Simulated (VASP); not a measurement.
# AlN (Imm2) in VASP: a series of runs

The runs below take AlN through single point, with PBE.

Everything below comes from runs of VASP 6.6.1. Logs are shortened: lines on timing, memory, paths and dates and some standing lists are left out, and cuts for length are marked.

## (1) The cell of the first run

It takes space group Imm2 (No. 44, orthorhombic). The conventional cell has a = 3.191 Å, b = 3.191 Å, c = 4.513 Å, α = 90.00°, β = 90.00°, γ = 90.00°. Within 2.6 Å of Al (site symmetry mm2) lie 4 N at 1.94 to 1.97 Å. Within 2.6 Å of N (site symmetry mm2) lie 4 Al at 1.94 to 1.97 Å.

## (2) Single point, PBE

Input file INCAR:

```
PREC = Accurate ; ENCUT = 520
EDIFF = 1E-7 ; ISMEAR = 0
SIGMA = 0.05 ; LREAL = False
LASPH = True ; NELM = 100
ALGO = Normal ; ISIF = 2
LWAVE = False ; LCHARG = True
GGA = PE ; LELF = True
LVHAR = True ; NBANDS = 11
```

Input file KPOINTS:

```
Automatic mesh
0
Gamma
  10 10 10
```

Input file POSCAR:

```
AlN
1.0
    0.0000000000      2.2562903708      2.2562903708
    2.2562903708      0.0000000000      2.2562903708
    2.2562903708      2.2562903708      0.0000000000
Al N
1 1
Direct
   -0.0022875944      0.0022875944      0.0022875944
    0.7544065694      0.7455934306      0.7455934306
```

Potentials or basis: VASP PAW PBE potentials, release 64 (Al, N).

Started as:

```bash
$ cat potpaw_PBE.64/Al/POTCAR potpaw_PBE.64/N/POTCAR > POTCAR
$ mpirun -np 1 vasp_std > vasp.out
```

OUTCAR:

```text
PREC = Accurate
   ENCUT = 520
   EDIFF = 1E-7
   ISMEAR = 0
   LREAL = False
   LASPH = True
   NELM = 100
   ISIF = 2
   GGA = PE

 ion  position               nearest neighbor table
   1  0.998  0.002  0.002-   2 1.94   2 1.94   2 1.97   2 1.97
   2  0.754  0.746  0.746-   1 1.94   1 1.94   1 1.97   1 1.97

  LATTYP: Found a face centered cubic cell.
 ALAT       =     4.5125807416

  Lattice vectors:

 A1 = (   0.0000000000,   2.2562903708,   2.2562903708)
 A2 = (   2.2562903708,   0.0000000000,   2.2562903708)
 A3 = (   2.2562903708,   2.2562903708,   0.0000000000)

Analysis of symmetry for initial positions (statically):
=====================================================================
 Subroutine PRICEL returns:
 Original cell was already a primitive cell.

 Routine SETGRP: Setting up the symmetry group for a
 face centered cubic supercell.

 Subroutine GETGRP returns: Found  4 space group operations
 (whereof  4 operations were pure point group operations)
 out of a pool of 48 trial point group operations.

The static configuration has the point symmetry C_2v.

Analysis of symmetry for dynamics (positions and initial velocities):
=====================================================================
 Subroutine PRICEL returns:
 Original cell was already a primitive cell.

 Routine SETGRP: Setting up the symmetry group for a
 face centered cubic supercell.

 Subroutine GETGRP returns: Found  4 space group operations
 (whereof  4 operations were pure point group operations)
 out of a pool of 48 trial point group operations.

The dynamic configuration has the point symmetry C_2v.

 Subroutine INISYM returns: Found  4 space group operations
 (whereof  4 operations are pure point group operations),
 and found     1 'primitive' translations

----------------------------------------------------------------------------------------

                                     Primitive cell

  volume of cell :      22.9729

  direct lattice vectors                    reciprocal lattice vectors
     0.000000000  2.256290371  2.256290371    -0.221602683  0.221602683  0.221602683
     2.256290371  0.000000000  2.256290371     0.221602683 -0.221602683  0.221602683
     2.256290371  2.256290371  0.000000000     0.221602683  0.221602683 -0.221602683

  length of vectors
     3.190876443  3.190876443  3.190876443     0.383827106  0.383827106  0.383827106

  position of ions in fractional coordinates (direct lattice)
     0.997712406  0.002287594  0.002287594
[... 85 lines left out ...]
   ISYM   =      2    0-nonsym 1-usesym 2-fastsym
   POTIM  = 0.5000    time-step for ionic-motion
   TEBEG  =    0.0;   TEEND  =   0.0 temperature during run
   PSTRESS=    0.0 pullay stress
   NELECT =       8.0000    total number of electrons
   NUPDOWN=      -1.0000    fix difference up-down
   EMIN   =  10.00;   EMAX   =-10.00  energy-range for DOS
   EFERMI =   0.00;   METHOD = LEGACY
   ISMEAR =     0;   SIGMA  =   0.05  broadening in eV -4-tet -1-fermi 0-gaus
   EFERMI_NEDOS =   21; number of points for ismear=-14 and -15
   IALGO  =     38    algorithm
   IMIX   =      4    mixing-type and parameters
     AMIX     =   0.40;   BMIX     =  1.00
     AMIX_MAG =   1.60;   BMIX_MAG =  1.00
  volume/ion in A,a.u.               =      11.49        77.51
  Fermi-wavevector in a.u.,A,eV,Ry     =   1.151772  2.176533 18.049199  1.326579
  Thomas-Fermi vector in A             =   2.288427
   LORBIT       =      0    0 simple, 1 ext, 2 COOP (PROOUT), +10 PAW based schemes
   GGA     = PE    functional components
   LHFCALC =     F    Hartree Fock is set to
   AEXX    =    0.0000 exact exchange contribution
   IVDW    =     0    specifies the selected vdW correction
   LEPSILON=     F    determine dielectric tensor
   LRPA    =     F    only Hartree local field effects (RPA)
 non-spin polarized calculation
 Gauss-broadening in eV      SIGMA  =   0.05
  energy-cutoff  :      520.00
  volume of cell :       22.97
 maximum number of plane-waves:       636
   NGX = 11   NGY = 11   NGZ = 11

 number of electron       8.0000000 magnetization

 Free energy of the ion-electron system (eV)
  ---------------------------------------------------
  ext. energy  EPLUGINS =         0.00000000
  ---------------------------------------------------
  free energy    TOTEN  =       -14.77410310 eV

  energy without entropy =      -14.77410310  energy(sigma->0) =      -14.77410310

 E-fermi :   5.4083     XC(G=0): -10.5146

 val. band max:        5.1598820721   @ k =   0.0000   0.0000   0.0000
 cond. band min:       8.3442308704   @ k =   0.5000   0.5000   0.0000
 fundamental gap:      3.1843487983
 Fermi energy:         5.4082854849

 k-point     1 :       0.0000    0.0000    0.0000
  band No.  band energies     occupation
      1      -9.3529      2.00000
      2       5.0053      2.00000
      3       5.0844      2.00000
      4       5.1599      2.00000
      5       8.4408      0.00000
      6      16.6917      0.00000
      7      16.7073      0.00000
      8      16.7231      0.00000
      9      21.9959      0.00000
     10      22.0031      0.00000
     11      23.1115      0.00000
[... 309 lines left out ...]
 k-point    24 :       0.1000    0.0000    0.4000
  band No.  band energies     occupation
      1      -7.8807      2.00000
      2       0.4656      2.00000
      3       4.3976      2.00000
      4       4.4764      2.00000
      5      11.6505      0.00000
      6      13.9810      0.00000
      7      15.9631      0.00000
      8      16.4408      0.00000
      9      20.5060      0.00000
     10      22.8391      0.00000
     11      23.4028      0.00000

 [... further k-points ...]

------------------------ aborting loop because EDIFF is reached ----------------------------------------

  FORCE on cell =-STRESS in cart. coord.  units (eV):
  Direction    XX          YY          ZZ          XY          YZ          ZX
  --------------------------------------------------------------------------------------
  -------------------------------------------------------------------------------------
  Total       -1.7960425     -1.7808838     -1.7808838      0.0000000     -0.1364159      0.0000000
  in kB     -125.2599511   -124.2027496   -124.2027496      0.0000000     -9.5139450      0.0000000
  external PRESSURE =    -124.5551501 kB  Pullay stress =       0.0000000 kB

 VOLUME and BASIS-vectors are now :
 -----------------------------------------------------------------------------
  energy-cutoff  :      520.00
  volume of cell :       22.97
      direct lattice vectors                 reciprocal lattice vectors
     0.000000000  2.256290371  2.256290371    -0.221602683  0.221602683  0.221602683
     2.256290371  0.000000000  2.256290371     0.221602683 -0.221602683  0.221602683
     2.256290371  2.256290371  0.000000000     0.221602683  0.221602683 -0.221602683

 POSITION                                       TOTAL-FORCE (eV/Angst)
 -----------------------------------------------------------------------------------
      0.01032      2.25629      2.25629        -0.331870     -0.000000     -0.000000
      3.36455      3.38444      3.38444         0.331870      0.000000      0.000000
 -----------------------------------------------------------------------------------
    total drift:                                0.000122     -0.000000     -0.000000

  FREE ENERGIE OF THE ION-ELECTRON SYSTEM (eV)
  ---------------------------------------------------
  free  energy   TOTEN  =       -14.7741030963 eV

  energy  without entropy=      -14.7741030963  energy(sigma->0) =      -14.77410310
```

OSZICAR:

```text
N       E                     dE             d eps       ncg     rms          rms(c)
DAV:   1     0.104535283083E+02    0.10454E+02   -0.37008E+03  3866   0.593E+02
DAV:   2    -0.160492749587E+02   -0.26503E+02   -0.25626E+02  4520   0.132E+02
DAV:   3    -0.169849383030E+02   -0.93566E+00   -0.93437E+00  4565   0.238E+01
DAV:   4    -0.169900515138E+02   -0.51132E-02   -0.51128E-02  4266   0.194E+00
DAV:   5    -0.169901170217E+02   -0.65508E-04   -0.65508E-04  4551   0.214E-01    0.821E+00
DAV:   6    -0.147814006274E+02    0.22087E+01   -0.12291E+01  4403   0.169E+01    0.275E+00
DAV:   7    -0.147811781877E+02    0.22244E-03   -0.14267E-01  4116   0.312E+00    0.195E+00
DAV:   8    -0.147759314113E+02    0.52468E-02   -0.35276E-02  4074   0.175E+00    0.631E-01
DAV:   9    -0.147740503940E+02    0.18810E-02   -0.53713E-03  4557   0.433E-01    0.243E-01
DAV:  10    -0.147740970096E+02   -0.46616E-04   -0.61122E-04  4110   0.157E-01    0.211E-02
DAV:  11    -0.147741034476E+02   -0.64380E-05   -0.11242E-05  4488   0.251E-02    0.181E-02
DAV:  12    -0.147741031889E+02    0.25874E-06   -0.13523E-06  4224   0.838E-03    0.497E-03
DAV:  13    -0.147741030963E+02    0.92536E-07   -0.19979E-07  2722   0.252E-03
   1 F= -.14774103E+02 E0= -.14774103E+02  d E =-.545654E-15
```

Run time: 59 s. Hardware: 1 thread of AMD EPYC 7R43 (Zen 3), shared host; peak memory 0.12 GiB.

What came out:

```
Free energy            : -14.7741 eV
Pressure               : -12.5 GPa
Largest force          : 0.332 eV/Å
Band gap on the k mesh : 3.18 eV, indirect (least direct gap 3.28 eV)
```

Forces in eV/Å, atoms in the order of the input:
```
Al  -0.332  0.000  0.000
N    0.332  0.000  0.000
```

A k mesh can miss the band edges. PBE gaps usually lie below the measured ones, often by a third to a half.

[end of part 1 of 3]
